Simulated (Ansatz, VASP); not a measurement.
# InP: VASP beside Ansatz

Contents of INCAR:

```
ALGO = Normal ; EDIFF = 1E-7
ENCUT = 520 ; GGA = PE
ISIF = 2 ; ISMEAR = -1
LASPH = True ; LCHARG = False
LREAL = False ; LWAVE = False
NBANDS = 16 ; NELM = 60
PREC = Accurate ; SIGMA = 0.05
```

The input KPOINTS:

```
k-points
0
Gamma
  8 8 8
```

Contents of POSCAR:

```
InP
1.0
    0.0000000000      2.7314127370      2.7314127370
    2.7314127370      0.0000000000      2.7314127370
    2.7314127370      2.7314127370      0.0000000000
In P
1 1
Direct
    0.0000000000      0.0000000000      0.0000000000
    0.5000000000      0.5000000000      0.5000000000
```

input.yaml

```yaml
crystal:
  lattice:
    - [0.0, 2.731412737, 2.731412737]
    - [2.731412737, 0.0, 2.731412737]
    - [2.731412737, 2.731412737, 0.0]
  atoms:
    - { symbol: In, position: [0.0, 0.0, 0.0] }
    - { symbol: P, position: [0.5, 0.5, 0.5] }
kpoints:
  mp_grid: { grid: [8, 8, 8] }
scf:
  occupations: { method: fermi_dirac, width: 0.05 }
hamiltonian:
  xc: pbe
  pseudopotentials: { kind: all_electron, lapw: { basis_error: 0.0005 } }
output:
  forces: true
  stress: true
  eigenvalues: true
```

Change from the starting cell: volume scaled by 0.96.

Alike in both runs: task single point; functional PBE; k mesh 8 × 8 × 8; occupations fermi-dirac, width 0.05 eV; no spin polarisation.

```csv
,VASP,Ansatz
version,VASP 6.6.1,Ansatz 0.2.0
potentials or method,"VASP PAW PBE potentials, release 64 (In_d, P), cutoff 520 eV","all-electron LAPW, scalar-relativistic"
```

|  | VASP | Ansatz | Ansatz less VASP |
| --- | --- | --- | --- |
| gap on the k mesh at the Fermi level (eV) | none | none | - |
| pressure (GPa) | 3.2 | 3.3 | +0.04 |

A gap of «none» marks a metal or a gap that the smearing closes. Ansatz ran all-electron here, and VASP with PAW potentials.
